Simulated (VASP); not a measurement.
A run of VASP 6.6.1 is set up as follows.

The input INCAR:

```
PREC     = Accurate       # precision mode
ENCUT    = 600            # plane-wave cutoff, eV
EDIFF    = 1E-6           # SCF threshold, eV
ISMEAR   = 0              # smearing method
SIGMA    = 0.1            # smearing width, eV
LREAL    = False          # projectors in reciprocal space
LASPH    = True           # aspherical terms in the spheres
NELM     = 60             # most SCF steps
ALGO     = Fast           # electronic algorithm
ISIF     = 3              # what is computed and relaxed
LWAVE    = False          # write WAVECAR
LCHARG   = False          # write CHGCAR
GGA      = PE             # functional
IBRION   = 2              # ionic algorithm
NSW      = 100            # ionic steps
EDIFFG   = -0.01          # ionic threshold
```

File KPOINTS:

```
regular mesh
0
Gamma
  16 16 16
```

Contents of POSCAR:

```
TaPb
1.0
    0.0000000000      2.8809006056      2.8809006056
    2.8809006056      0.0000000000      2.8809006056
    2.8809006056      2.8809006056      0.0000000000
Ta Pb
1 1
Direct
    0.0000000000      0.0000000000      0.0000000000
    0.5000000000      0.5000000000      0.5000000000
```

Potentials or basis: VASP PAW PBE potentials, release 64 (Ta_pv, Pb_d).

The run is started by

```bash
$ cat potpaw_PBE.64/Ta_pv/POTCAR potpaw_PBE.64/Pb_d/POTCAR > POTCAR
$ mpirun -np 1 vasp_std > vasp.out
```

(1) Estimate the band gap on the k mesh.

(2) Estimate the relaxed volume.

(3) Predict the relaxed cell.

(4) Predict the space group after relaxing (to 0.1 Å).

## Answers

(1) zero (an odd number of electrons rules out a gap without spin polarisation).

(2) 23.95 Å³/atom.

(3) a = 4.077 Å, b = 4.077 Å, c = 4.077 Å, α = 60.00°, β = 60.00°, γ = 60.00°.

(4) Fm-3m (No. 225).

Caveat: spin-orbit coupling is left out, which moves the levels of the heavy elements.
